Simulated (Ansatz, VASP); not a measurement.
Two plane-wave programs on Tl

INCAR

```
PREC = Accurate ; ENCUT = 600
EDIFF = 1E-6 ; ISMEAR = -1
SIGMA = 0.1 ; LREAL = False
LASPH = True ; NELM = 100
ALGO = Normal ; ISIF = 3
LWAVE = False ; LCHARG = False
GGA = B5 ; ALDAX = 1.0
AGGAX = 1.0 ; AGGAC = 1.0
ALDAC = 0.0 ; IBRION = 2
NSW = 80 ; EDIFFG = -0.01
```

Contents of KPOINTS:

```
regular mesh
0
Gamma
  11 11 3
```

POSCAR

```
Tl
1.0
    3.4099606388      0.0000000000      0.0000000000
   -1.7049803194      2.9531125391      0.0000000000
    0.0000000000      0.0000000000     11.1369314463
Tl
4
Direct
    0.0000000000      0.0000000000      0.0000000000
    0.0000000000      0.0000000000      0.5000000000
    0.3333333333      0.6666666667      0.2500000000
    0.6666666667      0.3333333333      0.7500000000
```

Input for Ansatz:

```yaml
crystal:
  lattice:
    - [3.4099606388, 0.0, 0.0]
    - [-1.7049803194, 2.9531125391, 0.0]
    - [0.0, 0.0, 11.1369314463]
  atoms:
    - { symbol: Tl, position: [0.0, 0.0, 0.0] }
    - { symbol: Tl, position: [0.0, 0.0, 0.5] }
    - { symbol: Tl, position: [0.3333333333, 0.6666666667, 0.25] }
    - { symbol: Tl, position: [0.6666666667, 0.3333333333, 0.75] }
hamiltonian:
  xc: blyp
  pseudopotentials:
    kind: paw
    azcp:
      Tl: "pseudopotentials/Tl.paw.azcp"
basis:
  ecutwfc: 420
  fft_grid_basis: typed
kpoints:
  mp_grid: { grid: [11, 11, 3], shift: [0, 0, 0] }
magnetization:
  spin_polarized: false
scf:
  occupations: { method: fermi_dirac, width: 0.1 }
relax:
  max_steps: 60
  f_tol: 0.01
  cell: {}
```

Alike in both runs: task relaxation of cell and atoms; functional BLYP; k mesh 11 × 11 × 3; occupations fermi-dirac, width 0.1 eV; no spin polarisation.

|  | VASP | Ansatz |
| --- | --- | --- |
| version | VASP 6.6.1 | Ansatz 0.2.0 |
| potentials or method | VASP PAW PBE potentials, release 64 (Tl_d), cutoff 600 eV | plane waves (420 eV) with PAW, scalar-relativistic |
| valence electrons in the cell | 52 | 52 |

Ansatz gave:

```
relaxed volume (Å³/atom)                                        : 35.37
relaxed length of the cell vector where the two differ most in proportion (Å) : 3.724
```

Question: Which values does VASP return?

Answer: Relaxed volume (Å³/atom): 35.49; relaxed length of the cell vector where the two differ most in proportion (Å): 3.733.

VASP's potentials were made for PBE, not for BLYP.

Spin-orbit coupling is off throughout. Noted on VASP's run: the volume moved by over 15 % at a fixed basis, so the end points are rough.
